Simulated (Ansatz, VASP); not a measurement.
## Two plane-wave programs on GaAs

```
Ga As
1.0
    -5.60338    5.60338    5.60338
     5.60338   -5.60338    5.60338
     5.60338    5.60338   -5.60338
Ga As
16 16
Direct
  0.00000 0.25000 0.75000
  0.00000 0.50000 0.50000
  0.00000 0.75000 0.25000
  0.25000 0.00000 0.75000
  0.00000 0.00000 0.00000
  0.25000 0.25000 0.50000
  0.25000 0.50000 0.25000
  0.50000 0.75000 0.75000
  0.25000 0.75000 0.00000
  0.50000 0.00000 0.50000
  0.50000 0.25000 0.25000
  0.75000 0.50000 0.75000
  0.50000 0.50000 0.00000
  0.75000 0.75000 0.50000
  0.75000 0.00000 0.25000
  0.75000 0.25000 0.00000
  0.75000 0.00000 0.50000
  0.75000 0.25000 0.25000
  0.75000 0.50000 0.00000
  0.00000 0.75000 0.50000
  0.75000 0.75000 0.75000
  0.00000 0.00000 0.25000
  0.00000 0.25000 0.00000
  0.25000 0.50000 0.50000
  0.00000 0.50000 0.75000
  0.25000 0.75000 0.25000
  0.25000 0.00000 0.00000
  0.50000 0.25000 0.50000
  0.25000 0.25000 0.75000
  0.50000 0.50000 0.25000
  0.50000 0.75000 0.00000
  0.50000 0.00000 0.75000
```

Alike in both runs: task single point; functional LDA; k mesh 3 × 3 × 3; occupations gaussian, width 0.02 eV; no spin polarisation.

|  | VASP | Ansatz |
| --- | --- | --- |
| version | VASP 6.6.1 | Ansatz 0.2.0 |
| potentials or method | VASP PAW LDA potentials, release 64 (Ga_d, As), cutoff 520 eV | scalar-relativistic, plane waves, PAW |
| valence electrons in the cell | 288 | 448 |

VASP gave:

| Quantity | Value |
| --- | --- |
| gap on the k mesh at the Fermi level (eV) | 0.53 |
| least direct gap on the mesh (eV) | 0.53 |
| pressure (GPa) | 0.2 |

Task: Which values does Ansatz return?

Result: gap on the k mesh at the Fermi level (eV): 0.49; least direct gap on the mesh (eV): 0.49; pressure (GPa): 0.0.

LDA's correlation is that of Perdew and Zunger in VASP and of Perdew and Wang (1992) in Ansatz. VASP's potentials hold 288 valence electrons a cell and Ansatz's 448, so a difference there can come from the potentials and not from the codes.
